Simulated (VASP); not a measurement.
# Si in VASP: single point with PBE

Aim: the single point of Si with PBE.

Program: VASP 6.6.1. These are calculated values, not measurements. Logs are shortened: lines on timing, memory, paths and dates and some standing lists are left out, and cuts for length are marked.

## 1. The cell of the first run

The typed cell holds 12 atoms: a = 6.786 Å, b = 6.786 Å, c = 5.696 Å, α = 90.00°, β = 90.00°, γ = 120.00°.

The cell was generated, and may not be a known phase.

## 2. Single point, PBE

Contents of INCAR:

```
ALGO     = Normal         # electronic algorithm
EDIFF    = 1E-6           # SCF threshold, eV
ENCUT    = 520            # plane-wave cutoff, eV
GGA      = PE             # functional
ISIF     = 2              # what is computed and relaxed
ISMEAR   = 0              # smearing method
LASPH    = T              # aspherical terms in the spheres
LCHARG   = F              # write CHGCAR
LREAL    = F              # projectors in reciprocal space
LWAVE    = F              # write WAVECAR
NBANDS   = 36             # bands
NELM     = 80             # most SCF steps
PREC     = Accurate       # precision mode
SIGMA    = 0.1            # smearing width, eV
```

Contents of KPOINTS:

```
k-points
0
Gamma
  3 3 4
```

Contents of POSCAR:

```
Si
1.0
    6.7855563396     -0.0000000033      0.0000000000
   -3.3927781669      5.8764641706      0.0000000000
    0.0000000000      0.0000000000      5.6964743605
Si
12
Direct
    0.6666543987      0.6666554393      0.5559034619
    1.0000010407      0.3333456013      0.5559034619
    1.0000010407      0.6666554393      0.9440965381
    0.3333445607      0.3333456013      0.9440965381
    0.6666554393      1.0000010407      0.4440965381
   -0.0000010407      0.3333445607      0.0559034619
   -0.0000010407      0.6666543987      0.4440965381
    0.6666554393      0.6666543987      0.0559034619
    0.3333456013      1.0000010407      0.0559034619
    0.3333456013      0.3333445607      0.4440965381
    0.6666543987     -0.0000010407      0.9440965381
    0.3333445607     -0.0000010407      0.5559034619
```

Potentials or basis: VASP PAW PBE potentials, release 64 (Si).

Command:

```bash
> cat potpaw_PBE.64/Si/POTCAR > POTCAR
> mpirun -np 1 vasp_std > vasp.out
```

OUTCAR:

```text
EDIFF = 1E-6
   ENCUT = 520
   GGA = PE
   ISIF = 2
   ISMEAR = 0
   LASPH = T
   LREAL = F
   NELM = 80
   PREC = Accurate

 ion  position               nearest neighbor table
   1  0.667  0.667  0.556-  10 2.35   7 2.35   5 2.35   8 2.85   8 2.85
   2  0.000  0.333  0.556-   7 2.35  10 2.35   5 2.35   6 2.85   6 2.85
   3  0.000  0.667  0.944-   6 2.35   9 2.35   8 2.35   7 2.85   7 2.85
   4  0.333  0.333  0.944-   8 2.35   9 2.35   6 2.35  10 2.85  10 2.85
   5  0.667  0.000  0.444-  12 2.35   2 2.35   1 2.35  11 2.85  11 2.85
   6  1.000  0.333  0.056-   3 2.35  11 2.35   4 2.35   2 2.85   2 2.85
   7  1.000  0.667  0.444-   2 2.35   1 2.35  12 2.35   3 2.85   3 2.85
   8  0.667  0.667  0.056-   4 2.35  11 2.35   3 2.35   1 2.85   1 2.85
   9  0.333  0.000  0.056-  11 2.35   4 2.35   3 2.35  12 2.85  12 2.85
  10  0.333  0.333  0.444-   1 2.35   2 2.35  12 2.35   4 2.85   4 2.85
  11  0.667  1.000  0.944-   9 2.35   8 2.35   6 2.35   5 2.85   5 2.85
  12  0.333  1.000  0.556-   5 2.35   7 2.35  10 2.35   9 2.85   9 2.85

  LATTYP: Found a hexagonal cell.
 ALAT       =     6.7855563396
 C/A-ratio  =     0.8394999725

  Lattice vectors:

 A1 = (   6.7855563396,  -0.0000000033,   0.0000000000)
 A2 = (  -3.3927781669,   5.8764641706,   0.0000000000)
 A3 = (   0.0000000000,   0.0000000000,   5.6964743605)

Analysis of symmetry for initial positions (statically):
=====================================================================
 Subroutine PRICEL returns following result:

  LATTYP: Found a hexagonal cell.
 ALAT       =     6.7855563396
 C/A-ratio  =     0.4197499863

  Lattice vectors:

 A1 = (   6.7855563396,  -0.0000000033,   0.0000000000)
 A2 = (  -3.3927781669,   5.8764641706,   0.0000000000)
 A3 = (   0.0000105929,   0.0000061150,   2.8482371802)

   2 primitive cells build up your supercell.

 Routine SETGRP: Setting up the symmetry group for a
 hexagonal supercell.

 Subroutine GETGRP returns: Found 12 space group operations
 (whereof 12 operations were pure point group operations)
 out of a pool of 24 trial point group operations.

The static configuration has the point symmetry D_3d.

Analysis of symmetry for dynamics (positions and initial velocities):
=====================================================================
 Subroutine PRICEL returns following result:

  LATTYP: Found a hexagonal cell.
 ALAT       =     6.7855563396
 C/A-ratio  =     0.4197499863

  Lattice vectors:

 A1 = (   6.7855563396,  -0.0000000033,   0.0000000000)
 A2 = (  -3.3927781669,   5.8764641706,   0.0000000000)
 A3 = (   0.0000105929,   0.0000061150,   2.8482371802)

   2 primitive cells build up your supercell.

 Routine SETGRP: Setting up the symmetry group for a
 hexagonal supercell.

 Subroutine GETGRP returns: Found 12 space group operations
 (whereof 12 operations were pure point group operations)
 out of a pool of 24 trial point group operations.

The dynamic configuration has the point symmetry D_3d.

 Subroutine INISYM returns: Found 12 space group operations
 (whereof 12 operations are pure point group operations),
 and found     2 'primitive' translations

----------------------------------------------------------------------------------------

                                     Primitive cell

  volume of cell :     113.5737

  direct lattice vectors                    reciprocal lattice vectors
     6.785556340 -0.000000003  0.000000000     0.147371851  0.085085178 -0.000000731
    -3.392778167  5.876464171  0.000000000     0.000000000  0.170170356 -0.000000365
     0.000010593  0.000006115  2.848237180     0.000000000  0.000000000  0.351094357

  length of vectors
     6.785556340  6.785556340  2.848237180     0.170170356  0.170170356  0.351094357

  position of ions in fractional coordinates (direct lattice)
     0.666652085  0.666654282  0.111806924
     0.999998727  0.333344444  0.111806924
     0.999997111  0.666653474  0.888193076
     0.333343753  0.333343636  0.888193076
     0.666653591  0.000000116  0.888193076
     0.333342247  0.999997802  0.111806924

  ion indices of the primitive-cell ions
   primitive index   ion index
                 1           1
                 2           2
                 3           7
                 4          10
                 5           5
                 6          12

----------------------------------------------------------------------------------------

 KPOINTS: k-points

Automatic generation of k-mesh.
 Grid dimensions read from file:
 generate k-points for:    3    3    4

 Generating k-lattice:

  Cartesian coordinates                     Fractional coordinates (reciprocal lattice)
     0.049123950  0.028361726  0.000000000     0.333333333  0.000000000  0.000000000
     0.000000000  0.056723452  0.000000000     0.000000000  0.333333333  0.000000000
     0.000000000  0.000000000  0.043886795     0.000000000  0.000000000  0.250000000

  Length of vectors
     0.056723452  0.056723452  0.043886795

  Shift w.r.t. Gamma in fractional coordinates (k-lattice)
     0.000000000  0.000000000  0.000000000

 Subroutine IBZKPT returns following result:
 ===========================================

 Found     10 irreducible k-points:

 Following reciprocal coordinates:
            Coordinates               Weight
  0.000000  0.000000  0.000000      1.000000
  0.333333 -0.000000  0.000000      6.000000
  0.333333  0.333333  0.000000      2.000000
  0.000000  0.000000  0.250000      2.000000
  0.333333 -0.000000  0.250000     12.000000
  0.333333  0.333333  0.250000      2.000000
 -0.333333 -0.333333  0.250000      2.000000
  0.000000  0.000000  0.500000      1.000000
  0.333333 -0.000000  0.500000      6.000000
  0.333333  0.333333  0.500000      2.000000
   k-points           NKPTS =     10   k-points in BZ     NKDIM =     10   number of bands    NBANDS=     36
   number of dos      NEDOS =    301   number of ions     NIONS =     12
   total plane-waves  NPLWV = 105000
   dimension x,y,z NGX =    50 NGY =   50 NGZ =   42
   dimension x,y,z NGXF=   100 NGYF=  100 NGZF=   84
   ions per type =              12
   NGX,Y,Z   is equivalent  to a cutoff of  12.25, 12.25, 12.26 a.u.
   NGXF,Y,Z  is equivalent  to a cutoff of  24.50, 24.50, 24.51 a.u.
 SYSTEM =  unknown system
   PREC   = accura    normal or accurate (medium, high low for compatibility)
   ISTART =      0    job   : 0-new  1-cont  2-samecut
   ICHARG =      2    charge: 1-file 2-atom 10-const
   ISPIN  =      1    spin polarized calculation?
   LNONCOLLINEAR =      F non collinear calculations
   LSORBIT =      F    spin-orbit coupling
   LASPH  =      T    aspherical Exc in radial PAW
   ENCUT  =  520.0 eV  38.22 Ry    6.18 a.u.  12.62 12.62 10.59*2*pi/ulx,y,z
   NELM   =     80;   NELMIN=  2; NELMDL= -5     # of ELM steps
   EDIFF  = 0.1E-05   stopping-criterion for ELM
   LREAL  =      F    real-space projection
   EDIFFG = 0.1E-04   stopping-criterion for IOM
   NSW    =      0    number of steps for IOM
   IBRION =     -1    ionic relax: 0-MD 1-quasi-New 2-CG
   NFREE  =      0    steps in history (QN), initial steepest desc. (CG)
   ISIF   =      2    stress and relaxation
   ISYM   =      2    0-nonsym 1-usesym 2-fastsym
   POTIM  = 0.5000    time-step for ionic-motion
   TEBEG  =    0.0;   TEEND  =   0.0 temperature during run
   PSTRESS=    0.0 pullay stress
   NELECT =      48.0000    total number of electrons
   NUPDOWN=      -1.0000    fix difference up-down
   EMIN   =  10.00;   EMAX   =-10.00  energy-range for DOS
   EFERMI =   0.00;   METHOD = LEGACY
   ISMEAR =     0;   SIGMA  =   0.10  broadening in eV -4-tet -1-fermi 0-gaus
   EFERMI_NEDOS =   21; number of points for ismear=-14 and -15
   IALGO  =     38    algorithm
   IMIX   =      4    mixing-type and parameters
     AMIX     =   0.40;   BMIX     =  1.00
     AMIX_MAG =   1.60;   BMIX_MAG =  1.00
  volume/ion in A,a.u.               =      18.93       127.74
  Fermi-wavevector in a.u.,A,eV,Ry     =   0.975108  1.842687 12.936901  0.950835
  Thomas-Fermi vector in A             =   2.105621
   LORBIT       =      0    0 simple, 1 ext, 2 COOP (PROOUT), +10 PAW based schemes
   GGA     = PE    functional components
   LHFCALC =     F    Hartree Fock is set to
   AEXX    =    0.0000 exact exchange contribution
   IVDW    =     0    specifies the selected vdW correction
   LEPSILON=     F    determine dielectric tensor
   LRPA    =     F    only Hartree local field effects (RPA)
 non-spin polarized calculation
 Gauss-broadening in eV      SIGMA  =   0.10
  energy-cutoff  :      520.00
  volume of cell :      227.15
 maximum number of plane-waves:      6153
 NGX is ok and might be reduce to    50
   NGX = 25   NGY = 25   NGZ = 21

 number of electron      47.9999999 magnetization

 Free energy of the ion-electron system (eV)
  ---------------------------------------------------
  ext. energy  EPLUGINS =         0.00000000
  ---------------------------------------------------
  free energy    TOTEN  =       -60.30284705 eV

  energy without entropy =      -60.29422848  energy(sigma->0) =      -60.29853777

 E-fermi :   6.8049     XC(G=0):  -9.7733

 val. band max:        6.5545567873   @ k =   0.0000   0.0000   0.0000
 cond. band min:       6.8354076129   @ k =   0.3333  -0.0000   0.0000
 fundamental gap:      0.2808508255
 Fermi energy:         6.8049044389

 k-point     1 :       0.0000    0.0000    0.0000
  band No.  band energies     occupation
      1      -5.8985      2.00000
      2      -2.7437      2.00000
      3      -2.7437      2.00000
      4      -2.7428      2.00000
      5      -2.7428      2.00000
      6      -2.7348      2.00000
[... 28 lines left out ...]
     35      10.7816      0.00000
     36      10.8502      0.00000

 k-point     2 :       0.3333   -0.0000    0.0000
  band No.  band energies     occupation
      1      -5.4821      2.00000
      2      -4.2971      2.00000
      3      -3.6480      2.00000
      4      -2.3233      2.00000
      5      -2.0508      2.00000
      6      -1.1523      2.00000
[... 28 lines left out ...]
     35      10.8964      0.00000
     36      11.0401      0.00000

 k-point     3 :       0.3333    0.3333    0.0000
  band No.  band energies     occupation
      1      -4.6885      2.00000
      2      -4.6885      2.00000
      3      -4.6881      2.00000
      4      -1.5386      2.00000
      5      -1.5386      2.00000
      6      -1.5381      2.00000
[... 28 lines left out ...]
     35      11.4312      0.00000
     36      11.4314      0.00000
[... 196 lines left out ...]
 k-point     9 :       0.3333   -0.0000    0.5000
  band No.  band energies     occupation
      1      -4.4447      2.00000
      2      -4.4447      2.00000
      3      -3.2653      2.00000
      4      -3.2653      2.00000
      5      -2.6183      2.00000
      6      -2.6183      2.00000
[... 28 lines left out ...]
     35      10.1131      0.00000
     36      10.1131      0.00000

 k-point    10 :       0.3333    0.3333    0.5000
  band No.  band energies     occupation
      1      -3.6548      2.00000
      2      -3.6548      2.00000
      3      -3.6547      2.00000
      4      -3.6547      2.00000
      5      -3.6543      2.00000
      6      -3.6543      2.00000
[... 28 lines left out ...]
     35       9.3418      0.00000
     36       9.3418      0.00000

------------------------ aborting loop because EDIFF is reached ----------------------------------------

  FORCE on cell =-STRESS in cart. coord.  units (eV):
  Direction    XX          YY          ZZ          XY          YZ          ZX
  --------------------------------------------------------------------------------------
  -------------------------------------------------------------------------------------
  Total       -0.2890407     -0.2890407     -0.1994523     -0.0000000      0.0000000      0.0000000
  in kB       -2.0387404     -2.0387404     -1.4068313     -0.0000000      0.0000000      0.0000000
  external PRESSURE =      -1.8281040 kB  Pullay stress =       0.0000000 kB

 VOLUME and BASIS-vectors are now :
 -----------------------------------------------------------------------------
  energy-cutoff  :      520.00
  volume of cell :      227.15
      direct lattice vectors                 reciprocal lattice vectors
     6.785556340 -0.000000003  0.000000000     0.147371851  0.085085178  0.000000000
    -3.392778167  5.876464171  0.000000000     0.000000000  0.170170356  0.000000000
     0.000000000  0.000000000  5.696474360     0.000000000  0.000000000  0.175547178

 POSITION                                       TOTAL-FORCE (eV/Angst)
 -----------------------------------------------------------------------------------
      2.26181      3.91758      3.16669         0.000914      0.001583     -0.010508
     -1.13096      1.95889      3.16669         0.000914     -0.001583     -0.010508
     -2.26181      3.91758      5.37802        -0.000914      0.001583      0.010508
      1.13096      1.95889      5.37802        -0.000914     -0.001583      0.010508
      4.52362      0.00001      2.52978         0.001828     -0.000000      0.010508
      5.65459      1.95889      0.31845         0.000914     -0.001583     -0.010508
      4.52374      3.91757      2.52978        -0.000914      0.001583      0.010508
      2.26182      3.91757      0.31845         0.000914      0.001583     -0.010508
      2.26193      0.00001      0.31845        -0.001828      0.000000     -0.010508
      1.13097      1.95889      2.52978        -0.000914     -0.001583      0.010508
      1.13085      5.87646      5.37802         0.001828     -0.000000      0.010508
     -1.13085      5.87646      3.16669        -0.001828      0.000000     -0.010508
 -----------------------------------------------------------------------------------
    total drift:                                0.000000     -0.000000      0.000000

  FREE ENERGIE OF THE ION-ELECTRON SYSTEM (eV)
  ---------------------------------------------------
  free  energy   TOTEN  =       -60.3028470542 eV

  energy  without entropy=      -60.2942284759  energy(sigma->0) =      -60.29853777
```

Wall time 2.9 min (1 thread of Intel Xeon 8259CL, shared host); peak memory 0.31 GiB.

What came out:

| Item | Value |
| --- | --- |
| Free energy | -60.3028 eV |
| Pressure | -0.2 GPa |
| Largest force | 0.011 eV/Å |
| Band gap on the k mesh | zero (bands 24 and 25 overlap by 0.93 eV) |

Forces in eV/Å, atoms in the order of the input:
```
Si   0.001  0.002 -0.011
Si   0.001 -0.002 -0.011
Si  -0.001  0.002  0.011
Si  -0.001 -0.002  0.011
Si   0.002  0.000  0.011
Si   0.001 -0.002 -0.011
Si  -0.001  0.002  0.011
Si   0.001  0.002 -0.011
Si  -0.002  0.000 -0.011
Si  -0.001 -0.002  0.011
Si   0.002  0.000  0.011
Si  -0.002  0.000 -0.011
```

Levels at points of the mesh, in eV from the Fermi level:
```csv
k point,band 21,band 22,band 23,band 24,band 25,band 26,band 27,band 28
"(0.00, 0.00, 0.00)",-2.46,-1.32,-0.25,-0.25,0.92,0.92,1.58,1.58
"(0.00, 0.00, 0.50)",-0.25,-0.25,0.27,0.27,0.27,0.27,0.27,0.27
```

The gap in the log of VASP goes by the Fermi energy; the results here count the filled bands.